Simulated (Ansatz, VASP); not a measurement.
**One calculation of TaN, two programs**

Contents of INCAR:

```
PREC = Accurate
ENCUT = 520
EDIFF = 1E-8
ISMEAR = -1
SIGMA = 0.03
LREAL = False
LASPH = True
NELM = 100
ALGO = Normal
ISIF = 2
LWAVE = False
LCHARG = False
GGA = CA
LEFG = True
NBANDS = 33
```

Contents of KPOINTS:

```
Automatic mesh
0
Gamma
  5 5 8
```

Contents of POSCAR:

```
TaN
1.0
    5.0294492781      0.0000000000      0.0000000000
   -2.5147246391      4.3556308419      0.0000000000
    0.0000000000      0.0000000000      2.9080000000
Ta N
3 3
Direct
    0.0000000000      0.0000000000      0.0000000000
    0.3333333333      0.6666666667      0.5000000000
    0.6666666667      0.3333333333      0.5000000000
    0.5000000000      0.0000000000      0.0000000000
    0.5000000000      0.5000000000      0.0000000000
    0.0000000000      0.5000000000      0.0000000000
```

Input for Ansatz:

```yaml
crystal:
  lattice:
    - [5.0294492781, 0.0, 0.0]
    - [-2.5147246391, 4.3556308419, 0.0]
    - [0.0, 0.0, 2.908]
  atoms:
    - { symbol: Ta, position: [0.0, 0.0, 0.0] }
    - { symbol: Ta, position: [0.3333333333, 0.6666666667, 0.5] }
    - { symbol: Ta, position: [0.6666666667, 0.3333333333, 0.5] }
    - { symbol: "N", position: [0.5, 0.0, 0.0] }
    - { symbol: "N", position: [0.5, 0.5, 0.0] }
    - { symbol: "N", position: [0.0, 0.5, 0.0] }
kpoints:
  mp_grid: { grid: [5, 5, 8] }
scf:
  occupations: { method: fermi_dirac, width: 0.03 }
hamiltonian:
  xc: lda
  pseudopotentials: { kind: paw }
output:
  forces: true
  stress: true
  eigenvalues: true
  efg: { contact_densities: true }
```

Change from the starting cell: equal xx and yy strain of -3 %, PAW files.

Alike in both runs: task electric field gradients; functional LDA; k mesh 5 × 5 × 8; occupations fermi-dirac, width 0.03 eV; no spin polarisation.

|  | VASP | Ansatz |
| --- | --- | --- |
| version | VASP 6.6.1 | Ansatz 0.2.0 |
| potentials or method | VASP PAW LDA potentials, release 64 (Ta_pv, N) | PAW with Ansatz's default frozen-core files, scalar-relativistic |
| plane-wave cutoff (eV) | 520 | 420 |
| valence electrons in the cell | 48 | 54 |

VASP gave:

| Property | Result |
| --- | --- |
| pressure (GPa) | 16.8 |
| traceless stress, the component that is largest in VASP (GPa) | -5.38 |
| size of Vzz on the site where it differs most (V/Å²) | 321.0 |

Task: Estimate Ansatz's values.

Result: Pressure (GPa): 14.6; traceless stress, the component that is largest in VASP (GPa): -5.98; size of Vzz on the site where it differs most (V/Å²): 427.7.

LDA's correlation is that of Perdew and Zunger in VASP and of Perdew and Wang (1992) in Ansatz. VASP's potentials hold 48 valence electrons a cell and Ansatz's 54, so a difference there can come from the potentials and not from the codes.

Neither program's run includes spin-orbit coupling.
